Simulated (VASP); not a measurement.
# CsCl (Pm-3m) in VASP: notebook

CsCl is run at these levels: r2SCANh, HSE06, r2SCAN; tasks: single point, relaxation of cell and atoms.

All numbers are computed with VASP 6.6.1; they aren't measurements. Logs are shortened: lines on timing, memory, paths and dates and some standing lists are left out, and cuts for length are marked.

## (1) The cell of the first run

Symmetry: Pm-3m, No. 221, cubic system. The conventional cell has a = 4.137 Å, b = 4.137 Å, c = 4.137 Å, α = 90.00°, β = 90.00°, γ = 90.00°. Cs (site symmetry m-3m) has 8 Cl at 3.58 Å and 6 Cs at 4.14 Å within 4.7 Å. Within 4.7 Å of Cl (site symmetry m-3m) lie 8 Cs at 3.58 Å and 6 Cl at 4.14 Å.

## (2) Single point, r2SCANh

Input file POSCAR:

```
CsCl
1.0
    4.1368327747      0.0000000000      0.0000000000
    0.0000000000      4.1368327747      0.0000000000
    0.0000000000      0.0000000000      4.1368327747
Cs Cl
1 1
Direct
    0.0000000000      0.0000000000      0.0000000000
    0.5000000000      0.5000000000      0.5000000000
```

Input file INCAR.step1:

```
SYSTEM = CsCl
PREC     = Accurate       ! precision mode
ENCUT    = 440            ! plane-wave cutoff, eV
EDIFF    = 1E-5           ! SCF threshold, eV
ISMEAR   = 0              ! smearing method
SIGMA    = 0.01           ! smearing width, eV
LREAL    = .False.        ! projectors in reciprocal space
LASPH    = .True.         ! aspherical terms in the spheres
NELM     = 120            ! most SCF steps
ALGO     = Normal         ! electronic algorithm
ISIF     = 2              ! what is computed and relaxed
LWAVE    = .True.         ! write WAVECAR
LCHARG   = .False.        ! write CHGCAR
GGA      = PE             ! functional
NBANDS   = 15             ! bands
GGA_COMPAT= .False.
```

Input file INCAR.step2:

```
SYSTEM = CsCl
PREC     = Accurate       ! precision mode
ENCUT    = 440            ! plane-wave cutoff, eV
EDIFF    = 1E-6           ! SCF threshold, eV
ISMEAR   = 0              ! smearing method
SIGMA    = 0.01           ! smearing width, eV
LREAL    = .False.        ! projectors in reciprocal space
LASPH    = .True.         ! aspherical terms in the spheres
NELM     = 120            ! most SCF steps
ALGO     = Normal         ! electronic algorithm
ISIF     = 2              ! what is computed and relaxed
LWAVE    = .False.        ! write WAVECAR
LCHARG   = .False.        ! write CHGCAR
METAGGA  = R2SCAN         ! meta-GGA
LHFCALC  = .True.         ! exact exchange
AEXX     = 0.1            ! exact-exchange fraction
LMIXTAU  = .True.       
PRECFOCK = Normal       
ISTART   = 1            
NBANDS   = 15             ! bands
GGA_COMPAT= .False.
```

Input file KPOINTS:

```
Automatic mesh
0
Gamma
  4 4 4
  0 0 0
```

Potentials or basis: VASP PAW PBE potentials, release 64 (Cs_sv, Cl).

Run with:

```sh
cat potpaw_PBE.64/Cs_sv/POTCAR potpaw_PBE.64/Cl/POTCAR > POTCAR
cp INCAR.step1 INCAR
mpirun -np 1 vasp_std > vasp.out
cp INCAR.step2 INCAR
mpirun -np 1 vasp_std > vasp.out
```

OUTCAR:

```text
SYSTEM = CsCl
   PREC = Accurate
   ENCUT = 440
   EDIFF = 1E-6
   ISMEAR = 0
   LREAL = .False.
   LASPH = .True.
   NELM = 120
   ISIF = 2
   METAGGA = R2SCAN
   LHFCALC = .True.
   AEXX = 0.1
   PRECFOCK = Normal
   ISTART = 1

 ion  position               nearest neighbor table
   1  0.000  0.000  0.000-
   2  0.500  0.500  0.500-

  LATTYP: Found a simple cubic cell.
 ALAT       =     4.1368327747

  Lattice vectors:

 A1 = (   4.1368327747,   0.0000000000,   0.0000000000)
 A2 = (   0.0000000000,   4.1368327747,   0.0000000000)
 A3 = (   0.0000000000,   0.0000000000,   4.1368327747)

Analysis of symmetry for initial positions (statically):
=====================================================================
 Subroutine PRICEL returns:
 Original cell was already a primitive cell.

 Routine SETGRP: Setting up the symmetry group for a
 simple cubic supercell.

 Subroutine GETGRP returns: Found 48 space group operations
 (whereof 48 operations were pure point group operations)
 out of a pool of 48 trial point group operations.

The static configuration has the point symmetry O_h .

Analysis of symmetry for dynamics (positions and initial velocities):
=====================================================================
 Subroutine PRICEL returns:
 Original cell was already a primitive cell.

 Routine SETGRP: Setting up the symmetry group for a
 simple cubic supercell.

 Subroutine GETGRP returns: Found 48 space group operations
 (whereof 48 operations were pure point group operations)
 out of a pool of 48 trial point group operations.

The dynamic configuration has the point symmetry O_h .

 Subroutine INISYM returns: Found 48 space group operations
 (whereof 48 operations are pure point group operations),
 and found     1 'primitive' translations

----------------------------------------------------------------------------------------

                                     Primitive cell

  volume of cell :      70.7952

  direct lattice vectors                    reciprocal lattice vectors
     4.136832775  0.000000000  0.000000000     0.241730825  0.000000000  0.000000000
     0.000000000  4.136832775  0.000000000     0.000000000  0.241730825  0.000000000
     0.000000000  0.000000000  4.136832775     0.000000000  0.000000000  0.241730825

  length of vectors
     4.136832775  4.136832775  4.136832775     0.241730825  0.241730825  0.241730825

  position of ions in fractional coordinates (direct lattice)
     0.000000000  0.000000000  0.000000000
     0.500000000  0.500000000  0.500000000

  ion indices of the primitive-cell ions
   primitive index   ion index
                 1           1
                 2           2

----------------------------------------------------------------------------------------

 KPOINTS: Automatic mesh

Automatic generation of k-mesh.
 Grid dimensions read from file:
 generate k-points for:    4    4    4

 Generating k-lattice:

  Cartesian coordinates                     Fractional coordinates (reciprocal lattice)
     0.060432706  0.000000000  0.000000000     0.250000000  0.000000000  0.000000000
     0.000000000  0.060432706  0.000000000     0.000000000  0.250000000  0.000000000
     0.000000000  0.000000000  0.060432706     0.000000000  0.000000000  0.250000000

  Length of vectors
     0.060432706  0.060432706  0.060432706

  Shift w.r.t. Gamma in fractional coordinates (k-lattice)
     0.000000000  0.000000000  0.000000000

 Subroutine IBZKPT returns following result:
 ===========================================

 Found     10 irreducible k-points:

 Following reciprocal coordinates:
            Coordinates               Weight
  0.000000  0.000000  0.000000      1.000000
  0.250000  0.000000  0.000000      6.000000
  0.500000  0.000000  0.000000      3.000000
  0.250000  0.250000  0.000000     12.000000
  0.500000  0.250000  0.000000     12.000000
  0.500000  0.500000  0.000000      3.000000
  0.250000  0.250000  0.250000      8.000000
  0.500000  0.250000  0.250000     12.000000
  0.500000  0.500000  0.250000      6.000000
  0.500000  0.500000  0.500000      1.000000
   k-points           NKPTS =     10   k-points in BZ     NKDIM =     64   number of bands    NBANDS=     15
   number of dos      NEDOS =    301   number of ions     NIONS =      2
   total plane-waves  NPLWV =  21952
   dimension x,y,z NGX =    28 NGY =   28 NGZ =   28
   dimension x,y,z NGXF=    56 NGYF=   56 NGZF=   56
   ions per type =               1   1
   NGX,Y,Z   is equivalent  to a cutoff of  11.25, 11.25, 11.25 a.u.
   NGXF,Y,Z  is equivalent  to a cutoff of  22.50, 22.50, 22.50 a.u.
 SYSTEM =  CsCl
   PREC   = accura    normal or accurate (medium, high low for compatibility)
   ISTART =      1    job   : 0-new  1-cont  2-samecut
   ICHARG =      0    charge: 1-file 2-atom 10-const
   ISPIN  =      1    spin polarized calculation?
   LNONCOLLINEAR =      F non collinear calculations
   LSORBIT =      F    spin-orbit coupling
[... 39 lines left out ...]
   IVDW    =     0    specifies the selected vdW correction
   LEPSILON=     F    determine dielectric tensor
   LRPA    =     F    only Hartree local field effects (RPA)
 non-spin polarized calculation
 Gauss-broadening in eV      SIGMA  =   0.01
  energy-cutoff  :      440.00
  volume of cell :       70.80
 maximum number of plane-waves:      1503
  NGX = 24; NGY = 24; NGZ = 24

 number of electron      16.0000002 magnetization

 Free energy of the ion-electron system (eV)
  ---------------------------------------------------
  ext. energy  EPLUGINS =         0.00000000
  ---------------------------------------------------
  free energy    TOTEN  =       -33.29665202 eV

  energy without entropy =      -33.29665202  energy(sigma->0) =      -33.29665202

 E-fermi :  -1.1856     XC(G=0):  -7.8865

 val. band max:       -1.2287427643   @ k =   0.0000   0.0000   0.0000
 cond. band min:       5.4066678707   @ k =   0.0000   0.0000   0.0000
 fundamental gap:      6.6354106350
 Fermi energy:        -1.1855547040

 k-point     1 :       0.0000    0.0000    0.0000
  band No.  band energies     occupation
      1     -21.5475      2.00000
      2     -14.3374      2.00000
      3      -7.2979      2.00000
      4      -7.2979      2.00000
      5      -7.2979      2.00000
      6      -1.2287      2.00000
      7      -1.2287      2.00000
      8      -1.2287      2.00000
      9       5.4067      0.00000
     10       5.4067      0.00000
     11       5.4586      0.00000
     12      10.3220      0.00000
     13      10.3220      0.00000
     14      10.3220      0.00000
     15      13.4513      0.00000

 k-point     2 :       0.2500    0.0000    0.0000
  band No.  band energies     occupation
      1     -21.5040      2.00000
      2     -14.3579      2.00000
      3      -7.5825      2.00000
      4      -7.2259      2.00000
      5      -7.2259      2.00000
      6      -1.8681      2.00000
      7      -1.3436      2.00000
      8      -1.3436      2.00000
      9       5.8251      0.00000
     10       6.5580      0.00000
     11       6.9834      0.00000
     12       9.9333      0.00000
     13       9.9333      0.00000
     14      10.6721      0.00000
     15      11.0264      0.00000

 k-point     3 :       0.5000    0.0000    0.0000
  band No.  band energies     occupation
      1     -21.4597      2.00000
      2     -14.3822      2.00000
      3      -7.8304      2.00000
      4      -7.1507      2.00000
      5      -7.1507      2.00000
      6      -2.3969      2.00000
      7      -1.4648      2.00000
      8      -1.4648      2.00000
      9       6.4748      0.00000
     10       7.7877      0.00000
     11       9.0865      0.00000
     12       9.3900      0.00000
     13       9.7646      0.00000
     14       9.7646      0.00000
     15      11.1643      0.00000
[... 91 lines left out ...]
 k-point     9 :       0.5000    0.5000    0.2500
  band No.  band energies     occupation
      1     -21.3519      2.00000
      2     -14.2106      2.00000
      3      -7.9662      2.00000
      4      -7.9662      2.00000
      5      -7.4689      2.00000
      6      -2.0059      2.00000
      7      -2.0059      2.00000
      8      -1.8617      2.00000
      9       7.3750      0.00000
     10       7.7810      0.00000
     11       8.3507      0.00000
     12       8.3507      0.00000
     13      11.6031      0.00000
     14      11.6031      0.00000
     15      12.6244      0.00000

 k-point    10 :       0.5000    0.5000    0.5000
  band No.  band energies     occupation
      1     -21.3171      2.00000
      2     -14.1686      2.00000
      3      -7.8353      2.00000
      4      -7.8353      2.00000
      5      -7.8353      2.00000
      6      -2.3390      2.00000
      7      -2.3390      2.00000
      8      -2.3390      2.00000
      9       8.7056      0.00000
     10       8.7056      0.00000
     11       8.7056      0.00000
     12      10.7763      0.00000
     13      10.7763      0.00000
     14      10.7763      0.00000
     15      12.7425      0.00000

------------------------ aborting loop because EDIFF is reached ----------------------------------------

  FORCE on cell =-STRESS in cart. coord.  units (eV):
  Direction    XX          YY          ZZ          XY          YZ          ZX
  --------------------------------------------------------------------------------------
  -------------------------------------------------------------------------------------
  Total       -0.0366961     -0.0366961     -0.0366961      0.0000000      0.0000000     -0.0000000
  in kB       -0.8304750     -0.8304750     -0.8304750      0.0000000      0.0000000     -0.0000000
  external PRESSURE =      -0.8304750 kB  Pullay stress =       0.0000000 kB

 VOLUME and BASIS-vectors are now :
 -----------------------------------------------------------------------------
  energy-cutoff  :      440.00
  volume of cell :       70.80
      direct lattice vectors                 reciprocal lattice vectors
     4.136832775  0.000000000  0.000000000     0.241730825  0.000000000  0.000000000
     0.000000000  4.136832775  0.000000000     0.000000000  0.241730825  0.000000000
     0.000000000  0.000000000  4.136832775     0.000000000  0.000000000  0.241730825

 POSITION                                       TOTAL-FORCE (eV/Angst)
 -----------------------------------------------------------------------------------
      0.00000      0.00000      0.00000         0.000000      0.000000      0.000000
      2.06842      2.06842      2.06842         0.000000      0.000000      0.000000
 -----------------------------------------------------------------------------------
    total drift:                                0.000000      0.000000      0.000000

  FREE ENERGIE OF THE ION-ELECTRON SYSTEM (eV)
  ---------------------------------------------------
  free  energy   TOTEN  =       -33.2966520198 eV

  energy  without entropy=      -33.2966520198  energy(sigma->0) =      -33.29665202
```

Run time: 3.5 min. Hardware: 1 thread of Intel Xeon Platinum 8488C (Sapphire Rapids), shared host; peak memory 0.17 GiB.

What came out:

```yaml
Free_energy: -33.2967 eV
Pressure: -0.1 GPa
Band_gap_on_the_k_mesh: 6.64 eV
```

Caveat: the PAW data sets were made with another functional, which shifts forces and pressure a little; spin-orbit coupling is left out, which moves the levels of the heavy elements. A k mesh can miss the band edges.

## (3) Relaxation of cell and atoms, HSE06

POSCAR is that of step 2.

Input file INCAR.step1:

```
SYSTEM = CsCl
  ALGO = Normal
  EDIFF = 1E-5
  EDIFFG = -0.005
  ENCUT = 500
  GGA = PE
  GGA_COMPAT = .False.
  IBRION = 2
  ISIF = 3
  ISMEAR = -1
  LASPH = .True.
  LCHARG = .False.
  LREAL = .False.
  LWAVE = .True.
  NBANDS = 15
  NELM = 120
  NELMIN = 4
  NSW = 100
  PREC = Accurate
  SIGMA = 0.02
```

Input file INCAR.step2:

```
SYSTEM = CsCl
  ALGO = Normal
  EDIFF = 1E-7
  EDIFFG = -0.005
  ENCUT = 500
  GGA = PE
  GGA_COMPAT = .False.
  HFSCREEN = 0.2079
  IBRION = 2
  ISIF = 3
  ISMEAR = -1
  ISTART = 1
  LASPH = .True.
  LCHARG = .False.
  LHFCALC = .True.
  LREAL = .False.
  LWAVE = .False.
  NELM = 120
  NELMIN = 4
  NSW = 80
  PREC = Accurate
  PRECFOCK = Normal
  SIGMA = 0.02
```

Input file KPOINTS:

```
k-points
0
Gamma
  4 4 4
  0 0 0
```

Potentials or basis: VASP PAW PBE potentials, release 64 (Cs_sv, Cl).

Run with:

```sh
cat potpaw_PBE.64/Cs_sv/POTCAR potpaw_PBE.64/Cl/POTCAR > POTCAR
cp INCAR.step1 INCAR
mpirun -np 1 vasp_std > vasp.out
cp INCAR.step2 INCAR
mpirun -np 1 vasp_std > vasp.out
```

It took 13 min on 1 thread of Intel Xeon Platinum 8488C (Sapphire Rapids), shared host; peak memory 0.28 GiB.

Results (log left out):

```
Free energy                           : -7.6268 eV
Relaxed volume                        : 36.42 Å³/atom
Relaxed cell                          : a = 4.176 Å, b = 4.176 Å, c = 4.176 Å, α = 90.00°, β = 90.00°, γ = 90.00°
Space group after relaxing (to 0.1 Å) : Pm-3m (No. 221)
Energy gained by relaxing             : 1.4 meV/atom
Ionic steps                           : 3
Pressure after relaxing               : 0.0 GPa
Band gap on the k mesh                : 6.39 eV
```

Step by step:
```
step  energy change (eV)  largest force (eV/Å)  pressure (GPa)  volume (Å³)
   1              0.0000                0.0000            0.46        70.80
   2             -0.0022                0.0000            0.21        71.85
   3             -0.0028                0.0000           -0.01        72.83
```

Final structure:
```
Cs Cl
1.0
     4.17617    0.00000    0.00000
     0.00000    4.17617    0.00000
     0.00000    0.00000    4.17617
Cs Cl
1 1
Direct
  0.00000 0.00000 0.00000
  0.50000 0.50000 0.50000
```

Levels at points of the mesh, in eV from the valence-band top:
| k point | band 5 | band 6 | band 7 | band 8 | band 9 | band 10 | band 11 | band 12 |
| --- | --- | --- | --- | --- | --- | --- | --- | --- |
| (0.00, 0.00, 0.00) | -6.14 | 0.00 | 0.00 | 0.00 | 6.39 | 6.70 | 6.70 | 11.45 |
| (0.50, 0.00, 0.00) | -6.00 | -1.14 | -0.21 | -0.21 | 7.74 | 8.82 | 10.01 | 10.87 |
| (0.50, 0.50, 0.00) | -5.92 | -0.45 | -0.45 | -0.05 | 7.22 | 7.31 | 9.35 | 9.35 |
| (0.50, 0.50, 0.50) | -6.64 | -1.06 | -1.06 | -1.06 | 9.79 | 9.79 | 9.79 | 11.72 |

Caveat: the PAW data sets were made with another functional, which shifts forces and pressure a little; spin-orbit coupling is left out, which moves the levels of the heavy elements.

## (4) Relaxation of cell and atoms, r2SCAN

This run uses another cell than the first one, of 37.12 Å³/atom.

Input file POSCAR:

```
CsCl
1.0
    4.2029290382      0.0000000000      0.0000000000
    0.0000000000      4.2029290382      0.0000000000
    0.0000000000      0.0000000000      4.2029290382
Cs Cl
1 1
Direct
    0.0000000000      0.0000000000      0.0000000000
    0.5000000000      0.5000000000      0.5000000000
```

Input file INCAR.step1:

```
PREC = Accurate
ENCUT = 550
ISMEAR = -1
SIGMA = 0.02
LREAL = F
LASPH = T
NELM = 120
GGA = PE
ALGO = Normal
EDIFF = 1E-5
LWAVE = T
LCHARG = F
GGA_COMPAT = F
IBRION = 2
ISIF = 3
EDIFFG = -0.005
NELMIN = 4
NSW = 100
```

Input file INCAR.step2:

```
PREC = Accurate
ENCUT = 550
EDIFF = 1E-7
ISMEAR = -1
SIGMA = 0.02
LREAL = F
LASPH = T
NELM = 120
ALGO = Normal
ISIF = 3
LWAVE = F
LCHARG = F
METAGGA = R2SCAN
LMIXTAU = T
IBRION = 2
NSW = 80
EDIFFG = -0.005
ISTART = 1
GGA_COMPAT = F
NELMIN = 4
```

Input file KPOINTS:

```
Automatic mesh
0
Gamma
  6 6 6
```

Run with:

```sh
cat potpaw_PBE.64/Cs_sv/POTCAR potpaw_PBE.64/Cl/POTCAR > POTCAR
cp INCAR.step1 INCAR
mpirun -np 1 vasp_std > vasp.out
cp INCAR.step2 INCAR
mpirun -np 1 vasp_std > vasp.out
```

Run time: 2.8 min. Hardware: 1 thread of Oxide Virtual Turin-like, shared host; peak memory 0.16 GiB.

Results (log left out):

- Free energy: -35.5257 eV
- Relaxed volume: 35.62 Å³/atom
- Relaxed cell: a = 4.145 Å, b = 4.145 Å, c = 4.145 Å, α = 90.00°, β = 90.00°, γ = 90.00°
- Space group after relaxing (to 0.1 Å): Pm-3m (No. 221)
- Energy gained by relaxing: 3.5 meV/atom
- Ionic steps: 3
- Pressure after relaxing: 0.0 GPa
- Band gap on the k mesh: 5.91 eV

Step by step:
| step | energy change (eV) | largest force (eV/Å) | pressure (GPa) | volume (Å³) |
| --- | --- | --- | --- | --- |
| 1 | 0.0000 | 0.0000 | -0.70 | 74.24 |
| 2 | -0.0057 | 0.0000 | -0.33 | 72.51 |
| 3 | -0.0071 | 0.0000 | -0.02 | 71.23 |

Final structure:
```yaml
crystal:
  lattice:
    - [4.14529, 0.00000, 0.00000]
    - [0.00000, 4.14529, 0.00000]
    - [0.00000, 0.00000, 4.14529]
  atoms:
    - { symbol: Cs, position: [0.00000, 0.00000, 0.00000] }
    - { symbol: Cl, position: [0.50000, 0.50000, 0.50000] }
```

Levels at points of the mesh, in eV from the valence-band top:
```tsv
k point	band 5	band 6	band 7	band 8	band 9	band 10	band 11	band 12
(0.00, 0.00, 0.00)	-6.03	0.00	0.00	0.00	5.91	5.91	5.98	10.69
(0.50, 0.00, 0.00)	-5.89	-1.12	-0.22	-0.22	6.94	8.23	9.55	9.89
(0.50, 0.50, 0.00)	-5.81	-0.43	-0.43	-0.05	6.55	6.64	8.62	8.62
(0.50, 0.50, 0.50)	-6.55	-1.06	-1.06	-1.06	9.11	9.11	9.11	11.22
```

Caveat: the PAW data sets were made with another functional, which shifts forces and pressure a little; spin-orbit coupling is left out, which moves the levels of the heavy elements. A k mesh can miss the band edges.

## (5) Overview

```tsv
task	level	cell	k mesh	cutoff (eV)	smearing	grid for exact exchange (PRECFOCK)	share of exact exchange	screening parameter	gap on the mesh (eV)	pressure (GPa)	relaxed volume (Å³/atom)
single point	r2SCANh	a = 4.137 Å, 2 atoms	4 × 4 × 4	440	gaussian 0.01 eV	Normal	0.1	-	6.64	-0.1	-
relaxation of cell and atoms	HSE06	relaxed from a = 4.137 Å, 2 atoms	4 × 4 × 4	500	fermi-dirac 0.02 eV	Normal	0.25	0.2079 1/Å	6.39	0.0	36.42
relaxation of cell and atoms	r2SCAN	relaxed from a = 4.203 Å, 2 atoms	6 × 6 × 6	550	fermi-dirac 0.02 eV	-	-	-	5.91	0.0	35.62
```

Alike in all rows: potentials or basis VASP PAW PBE potentials, release 64 (Cs_sv, Cl); no spin polarisation.

Caveats: the PAW data sets were made with another functional, which shifts forces and pressure a little; spin-orbit coupling is left out, which moves the levels of the heavy elements.

Total energies depend on the potentials used, so only differences within one code and one set of settings carry meaning.
